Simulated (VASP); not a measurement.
# Sn (I4_1/amd) in VASP: a series of runs, part 2 of 2

VASP 6.6.1. Earlier steps stand in the parts before.

### Step 3. Single point, PBEsol

This run uses another cell than the first one, of the same volume but with other edges.

Contents of INCAR:

```
PREC     = Accurate       # precision mode
ENCUT    = 520            # plane-wave cutoff, eV
EDIFF    = 1E-6           # SCF threshold, eV
ISMEAR   = 0              # smearing method
SIGMA    = 0.15           # smearing width, eV
LREAL    = F              # projectors in reciprocal space
LASPH    = T              # aspherical terms in the spheres
NELM     = 100            # most SCF steps
ALGO     = Fast           # electronic algorithm
ISIF     = 2              # what is computed and relaxed
LWAVE    = F              # write WAVECAR
LCHARG   = F              # write CHGCAR
GGA      = PS             # functional
NBANDS   = 21             # bands
```

Contents of KPOINTS:

```
regular mesh
0
Gamma
  18 18 18
```

Contents of POSCAR:

```
Sn
1.0
   -2.7667780984      2.7667780984      1.8060009511
    2.7667780984     -2.7667780984      1.8060009511
    2.7667780984      2.7667780984     -1.8060009511
Sn
2
Direct
    0.7500000000      0.2500000000      0.5000000000
    0.0000000000      0.0000000000      0.0000000000
```

Potentials or basis: VASP PAW PBE potentials, release 64 (Sn_d).

The run is started by

```bash
> cat potpaw_PBE.64/Sn_d/POTCAR > POTCAR
> mpirun -np 1 vasp_std > vasp.out
```

Run time: 13 min. Hardware: 1 thread of Oxide Virtual Turin-like, shared host; peak memory 0.48 GiB.

Results (log left out):

| Quantity | Value |
| --- | --- |
| Free energy | -8.3452 eV |
| Pressure | 0.8 GPa |
| Band gap on the k mesh | zero (band 14 reaches 9.91 eV, above the bottom of band 15 at 4.85 eV) |

Stress tensor (GPa, compression positive):
```
 3.11  0.00  0.00
 0.00  3.11  0.00
 0.00  0.00 -3.85
```

Levels at points of the mesh, in eV from the Fermi level:
```csv
k point,band 12,band 13,band 14,band 15,band 16,band 17
"(0.00, 0.00, 0.00)",-2.00,-1.30,-1.30,3.68,4.45,4.54
"(0.50, 0.00, 0.00)",-5.93,-1.96,-1.75,-1.08,2.12,3.20
"(0.50, 0.50, 0.00)",-8.55,1.04,1.04,2.84,2.84,4.05
"(0.50, 0.50, 0.50)",-6.84,-4.58,-4.58,2.20,2.20,10.55
```

Caveat: the PAW data sets were made with another functional, which shifts forces and pressure a little; spin-orbit coupling is left out, which moves the levels of the heavy elements.

### Step 4. Single point, PBEsol

Contents of INCAR:

```
ALGO = Fast
EDIFF = 1E-6
ENCUT = 520
GGA = PS
ISIF = 2
ISMEAR = 0
LASPH = T
LCHARG = F
LREAL = F
LWAVE = F
NBANDS = 21
NELM = 60
PREC = Accurate
SIGMA = 0.15
```

Contents of KPOINTS:

```
k-points
0
Gamma
  18 18 18
```

Contents of POSCAR:

```
Sn
1.0
   -3.0230045586      3.0230045586      1.5128261709
    3.0230045586     -3.0230045586      1.5128261709
    3.0230045586      3.0230045586     -1.5128261709
Sn
2
Direct
    0.7500000000      0.2500000000      0.5000000000
    0.0000000000      0.0000000000      0.0000000000
```

Potentials or basis: VASP PAW PBE potentials, release 64 (Sn_d).

The run is started by

```bash
> cat potpaw_PBE.64/Sn_d/POTCAR > POTCAR
> mpirun -np 1 vasp_std > vasp.out
```

OUTCAR:

```text
EDIFF = 1E-6
   ENCUT = 520
   GGA = PS
   ISIF = 2
   ISMEAR = 0
   LASPH = T
   LREAL = F
   NELM = 60
   PREC = Accurate

 ion  position               nearest neighbor table
   1  0.750  0.250  0.500-   2 3.12   2 3.12   2 3.12   2 3.12
   2  0.000  0.000  0.000-   1 3.12   1 3.12   1 3.12   1 3.12

  LATTYP: Found a body centered tetragonal cell.
 ALAT       =     6.0460091172
 C/A-ratio  =     0.5004379390

  Lattice vectors:

 A1 = (  -3.0230045586,   3.0230045586,   1.5128261709)
 A2 = (   3.0230045586,  -3.0230045586,   1.5128261709)
 A3 = (   3.0230045586,   3.0230045586,  -1.5128261709)

Analysis of symmetry for initial positions (statically):
=====================================================================
 Subroutine PRICEL returns:
 Original cell was already a primitive cell.

 Routine SETGRP: Setting up the symmetry group for a
 body centered tetragonal supercell.

 Subroutine GETGRP returns: Found 16 space group operations
 (whereof  8 operations were pure point group operations)
 out of a pool of 16 trial point group operations.

[... 155 lines left out ...]

 number of electron      28.0000008 magnetization

 Free energy of the ion-electron system (eV)
  ---------------------------------------------------
  ext. energy  EPLUGINS =         0.00000000
  ---------------------------------------------------
  free energy    TOTEN  =        -8.47471472 eV

  energy without entropy =       -8.46489663  energy(sigma->0) =       -8.46980568

 E-fermi :   7.5655     XC(G=0): -10.3577

 val. band max:        7.5545363851   @ k =  -0.1667  -0.2778   0.0556
 cond. band min:       7.5686674607   @ k =  -0.3889   0.4444   0.0556
 fundamental gap:      0.0141310756
 Fermi energy:         7.5655301478

 k-point     1 :       0.0000    0.0000    0.0000
  band No.  band energies     occupation
      1     -13.9460      2.00000
      2     -13.9144      2.00000
      3     -13.9005      2.00000
      4     -13.8069      2.00000
      5     -13.6380      2.00000
      6     -13.6380      2.00000
[... 565 lines left out ...]
     20      16.1967      0.00000
     21      16.6507      0.00000

 [... further k-points ...]
[... 5 lines left out ...]
  --------------------------------------------------------------------------------------
  -------------------------------------------------------------------------------------
  Total       -0.9918482     -0.9918482      0.8444637      0.0000000     -0.0000000      0.0000000
  in kB      -28.7361880    -28.7361880     24.4661110      0.0000000     -0.0000000      0.0000000
  external PRESSURE =     -11.0020883 kB  Pullay stress =       0.0000000 kB

 VOLUME and BASIS-vectors are now :
 -----------------------------------------------------------------------------
  energy-cutoff  :      520.00
  volume of cell :       55.30
      direct lattice vectors                 reciprocal lattice vectors
    -3.023004559  3.023004559  1.512826171     0.000000000  0.165398361  0.330507238
     3.023004559 -3.023004559  1.512826171     0.165398361  0.000000000  0.330507238
     3.023004559  3.023004559 -1.512826171     0.165398361  0.165398361  0.000000000

 POSITION                                       TOTAL-FORCE (eV/Angst)
 -----------------------------------------------------------------------------------
      0.00000      3.02300      0.75641         0.000000     -0.000000     -0.000000
      0.00000      0.00000      0.00000        -0.000000      0.000000      0.000000
 -----------------------------------------------------------------------------------
    total drift:                               -0.000000      0.000000     -0.000000

  FREE ENERGIE OF THE ION-ELECTRON SYSTEM (eV)
  ---------------------------------------------------
  free  energy   TOTEN  =        -8.4747147249 eV

  energy  without entropy=       -8.4648966290  energy(sigma->0) =       -8.46980568
```

Run time: 17 min. Hardware: 1 thread of Oxide Virtual Turin-like, shared host; peak memory 0.51 GiB.

Results:

| Quantity | Value |
| --- | --- |
| Free energy | -8.4747 eV |
| Pressure | -1.1 GPa |
| Band gap on the k mesh | zero (band 14 reaches 8.83 eV, above the bottom of band 15 at 5.16 eV) |

Caveat: the PAW data sets were made with another functional, which shifts forces and pressure a little; spin-orbit coupling is left out, which moves the levels of the heavy elements.

### Step 5. The runs side by side

```csv
cell,further INCAR settings,gap on the mesh (eV),pressure (GPa)
"a = 4.618 Å, angles 95.5, 95.5, 143.8°, 2 atoms",ALGO = Fast; EDIFF = 1e-07; NBANDS = 21,none,0.7
"a = 4.309 Å, angles 100.1, 100.1, 130.4°, 2 atoms",ALGO = Fast; EDIFF = 1e-06; NBANDS = 21,none,0.8
"a = 4.535 Å, angles 96.4, 96.4, 141.0°, 2 atoms",ALGO = Fast; EDIFF = 1e-06; NBANDS = 21,none,-1.1
```

Alike in all rows: task single point; level PBEsol; potentials or basis VASP PAW PBE potentials, release 64 (Sn_d); no spin polarisation; k mesh 18 × 18 × 18; cutoff (eV) 520; smearing gaussian 0.15 eV.

Caveats: the PAW data sets were made with another functional, which shifts forces and pressure a little; spin-orbit coupling is left out, which moves the levels of the heavy elements.

Absolute energies hang on the potentials; compare differences alone.
